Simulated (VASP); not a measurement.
# Ga (I4/mmm) in VASP: settings compared, part 3 of 3

VASP 6.6.1. The steps go on from the part before.

## Step 6: Relaxation of cell and atoms, BLYP+D3(BJ)

This run uses another cell than the first one, of 17.72 Å³/atom, 0.821 times its volume.

Contents of INCAR:

```
PREC     = Accurate       # precision mode
ENCUT    = 600            # plane-wave cutoff, eV
EDIFF    = 1E-6           # SCF threshold, eV
ISMEAR   = -1             # smearing method
SIGMA    = 0.05           # smearing width, eV
LREAL    = F              # projectors in reciprocal space
LASPH    = T              # aspherical terms in the spheres
NELM     = 100            # most SCF steps
ALGO     = Normal         # electronic algorithm
ISIF     = 3              # what is computed and relaxed
LWAVE    = F              # write WAVECAR
LCHARG   = F              # write CHGCAR
GGA      = B5             # functional
ALDAX    = 1.0          
AGGAX    = 1.0          
AGGAC    = 1.0          
ALDAC    = 0.0          
IVDW     = 12             # dispersion correction
VDW_S6   = 1.0          
VDW_S8   = 2.6996       
VDW_A1   = 0.4298       
VDW_A2   = 4.2359       
IBRION   = 2              # ionic algorithm
NSW      = 60             # ionic steps
EDIFFG   = -0.01          # ionic threshold
```

Contents of KPOINTS:

```
Automatic mesh
0
Gamma
  13 13 13
```

Contents of POSCAR:

```
Ga
1.0
   -1.3843987196      1.3843987196      2.3112238365
    1.3843987196     -1.3843987196      2.3112238365
    1.3843987196      1.3843987196     -2.3112238365
Ga
1
Direct
    0.0000000000      0.0000000000      0.0000000000
```

Potentials or basis: VASP PAW PBE potentials, release 64 (Ga_d).

Started as:

```
$ cat potpaw_PBE.64/Ga_d/POTCAR > POTCAR
$ mpirun -np 1 vasp_std > vasp.out
```

OUTCAR:

```text
PREC = Accurate
   ENCUT = 600
   EDIFF = 1E-6
   ISMEAR = -1
   LREAL = F
   LASPH = T
   NELM = 100
   ISIF = 3
   GGA = B5
   IVDW = 12
   IBRION = 2
   NSW = 60
   EDIFFG = -0.01
 IVDW          = 12

 ion  position               nearest neighbor table
   1  0.000  0.000  0.000-

  LATTYP: Found a body centered tetragonal cell.
 ALAT       =     2.7687974392
 C/A-ratio  =     1.6694784557

  Lattice vectors:

 A1 = (  -1.3843987196,   1.3843987196,   2.3112238365)
 A2 = (   1.3843987196,  -1.3843987196,   2.3112238365)
 A3 = (   1.3843987196,   1.3843987196,  -2.3112238365)

Analysis of symmetry for initial positions (statically):
=====================================================================
 Subroutine PRICEL returns:
 Original cell was already a primitive cell.

 Routine SETGRP: Setting up the symmetry group for a
 body centered tetragonal supercell.

 Subroutine GETGRP returns: Found 16 space group operations
 (whereof 16 operations were pure point group operations)
 out of a pool of 16 trial point group operations.

The static configuration has the point symmetry D_4h.

Analysis of symmetry for dynamics (positions and initial velocities):
=====================================================================
 Subroutine PRICEL returns:
 Original cell was already a primitive cell.

 Routine SETGRP: Setting up the symmetry group for a
 body centered tetragonal supercell.

 Subroutine GETGRP returns: Found 16 space group operations
 (whereof 16 operations were pure point group operations)
 out of a pool of 16 trial point group operations.

The dynamic configuration has the point symmetry D_4h.

 Subroutine INISYM returns: Found 16 space group operations
 (whereof 16 operations are pure point group operations),
 and found     1 'primitive' translations

----------------------------------------------------------------------------------------

                                     Primitive cell

  volume of cell :      17.7184

  direct lattice vectors                    reciprocal lattice vectors
    -1.384398720  1.384398720  2.311223836     0.000000000  0.361167627  0.216335602
     1.384398720 -1.384398720  2.311223836     0.361167627  0.000000000  0.216335602
     1.384398720  1.384398720 -2.311223836     0.361167627  0.361167627  0.000000000

  length of vectors
[... 96 lines left out ...]
   EFERMI_NEDOS =   21; number of points for ismear=-14 and -15
   IALGO  =     38    algorithm
   IMIX   =      4    mixing-type and parameters
     AMIX     =   0.40;   BMIX     =  1.00
     AMIX_MAG =   1.60;   BMIX_MAG =  1.00
  volume/ion in A,a.u.               =      17.72       119.57
  Fermi-wavevector in a.u.,A,eV,Ry     =   1.476549  2.790273 29.663375  2.180197
  Thomas-Fermi vector in A             =   2.591062
   LORBIT       =      0    0 simple, 1 ext, 2 COOP (PROOUT), +10 PAW based schemes
   GGA     = B5    functional components
   LHFCALC =     F    Hartree Fock is set to
   AEXX    =    0.0000 exact exchange contribution
   IVDW    =    12    specifies the selected vdW correction
   LEPSILON=     F    determine dielectric tensor
   LRPA    =     F    only Hartree local field effects (RPA)
 conjugate gradient relaxation of ions
 non-spin polarized calculation
  energy-cutoff  :      600.00
  volume of cell :       17.72
 maximum number of plane-waves:       622
   NGX = 13   NGY = 13   NGZ = 13

--------------------------------------- Ionic step        1  -------------------------------------------

 number of electron      12.9999997 magnetization

 Free energy of the ion-electron system (eV)
  ---------------------------------------------------
  ext. energy  EPLUGINS =         0.00000000
  ---------------------------------------------------
  free energy    TOTEN  =        -2.02072553 eV

  energy without entropy =       -2.01712307  energy(sigma->0) =       -2.01892430

------------------------ aborting loop because EDIFF is reached ----------------------------------------

 Edisp (eV)   -0.76177

 E8    (eV) :    -0.5776
[... 147 lines left out ...]
--------------------------------------- Ionic step        5  -------------------------------------------

 number of electron      12.9999999 magnetization

 Free energy of the ion-electron system (eV)
  ---------------------------------------------------
  ext. energy  EPLUGINS =         0.00000000
  ---------------------------------------------------
  free energy    TOTEN  =        -2.06234644 eV

  energy without entropy =       -2.05810426  energy(sigma->0) =       -2.06022535

 E-fermi :   6.0892     XC(G=0): -10.5474

 val. band max:        6.0363855531   @ k =   0.3077   0.3077   0.0769
 cond. band min:       6.0961469462   @ k =  -0.1538  -0.3846   0.0769
 fundamental gap:      0.0597613931
 Fermi energy:         6.0892033429

 k-point     1 :       0.0000    0.0000    0.0000
  band No.  band energies     occupation
      1      -8.9978      2.00000
      2      -8.8590      2.00000
      3      -8.8231      2.00000
      4      -8.8231      2.00000
      5      -8.6728      2.00000
      6      -4.9982      2.00000
      7      17.9379      0.00000
      8      18.3926      0.00000
      9      18.3926      0.00000
     10      22.1474      0.00000
[... 287 lines left out ...]
 k-point    24 :       0.4615    0.1538   -0.0000
  band No.  band energies     occupation
      1      -8.9414      2.00000
      2      -8.8851      2.00000
      3      -8.8240      2.00000
      4      -8.7209      2.00000
      5      -8.6344      2.00000
      6       1.6744      2.00000
      7       2.9215      2.00000
      8      12.3052      0.00000
      9      14.1178      0.00000
     10      18.1835      0.00000

 [... further k-points ...]

------------------------ aborting loop because EDIFF is reached ----------------------------------------

 Edisp (eV)   -0.72643

 E8    (eV) :    -0.5507
[... 24 lines left out ...]
  FREE ENERGIE OF THE ION-ELECTRON SYSTEM (eV)
  ---------------------------------------------------
  free  energy   TOTEN  =        -2.7887714807 eV

  energy  without entropy=       -2.7845293052  energy(sigma->0) =       -2.78665039

 reached required accuracy - stopping structural energy minimisation
```

Wall time 38 s (1 thread of Intel Xeon 6975P-C (Granite Rapids), shared host); peak memory 0.19 GiB.

What came out:

| Quantity | Value |
| --- | --- |
| Free energy | -2.7888 eV |
| Relaxed volume | 18.55 Å³/atom |
| Relaxed cell | a = 3.076 Å, b = 3.076 Å, c = 3.076 Å, α = 125.65°, β = 125.65°, γ = 80.47° |
| Space group after relaxing (to 0.05 Å) | I4/mmm (No. 139) |
| Energy gained by relaxing | 6.3 meV/atom |
| Ionic steps | 5 |
| Pressure after relaxing | 0.1 GPa |
| Dispersion energy per atom | -0.726 eV |

Step by step:
```csv
step,energy change (eV),largest force (eV/Å),pressure (GPa),volume (Å³)
1,0.0000,0.0000,2.28,17.72
2,-0.0059,0.0000,0.58,18.37
3,-0.0063,0.0000,-0.32,18.59
4,-0.0062,0.0000,0.30,18.51
5,-0.0063,0.0000,0.06,18.55
```

Final structure:
```xyz
1
Lattice="-1.4051 1.4051 2.3486 1.4051 -1.4051 2.3486 1.4051 1.4051 -2.3486" Properties=species:S:1:pos:R:3 pbc="T T T"
Ga    0.0000    0.0000    0.0000
```

Caveat: the PAW data sets were made with another functional, which shifts forces and pressure a little; pairwise dispersion overbinds metals, which lowers pressure and volume.

## Step 7: The runs side by side

```csv
task,level,cell,k mesh,cutoff (eV),smearing,gap on the mesh (eV),pressure (GPa),relaxed volume (Å³/atom)
single point,BLYP,"a = 3.184 Å, angles 123.2, 123.2, 84.5°, 1 atom",13 × 13 × 13,520,fermi-dirac 0.05 eV,none,-0.1,-
single point,PBE,"a = 3.029 Å, angles 125.6, 125.6, 80.5°, 1 atom",5 × 5 × 5,500,fermi-dirac 0.04 eV,none,5.2,-
relaxation of cell and atoms,revPBE+D3(BJ),"relaxed from a = 3.029 Å, angles 125.6, 125.6, 80.5°, 1 atom",13 × 13 × 13,600,fermi-dirac 0.05 eV,none,0.0,17.61
relaxation of cell and atoms,revPBE+D4,"relaxed from a = 3.029 Å, angles 125.6, 125.6, 80.5°, 1 atom",13 × 13 × 13,600,fermi-dirac 0.05 eV,none,0.0,17.10
relaxation of cell and atoms,BLYP+D3(BJ),"relaxed from a = 3.029 Å, angles 125.6, 125.6, 80.5°, 1 atom",13 × 13 × 13,600,fermi-dirac 0.05 eV,none,0.1,18.55
```

Alike in all rows: potentials or basis VASP PAW PBE potentials, release 64 (Ga_d); no spin polarisation.

Caveats: some runs use coarse meshes; the PAW data sets were made with another functional, which shifts forces and pressure a little (some runs); pairwise dispersion overbinds metals, which lowers pressure and volume (some runs).

Total energies depend on the potentials used, so only differences within one code and one set of settings carry meaning.
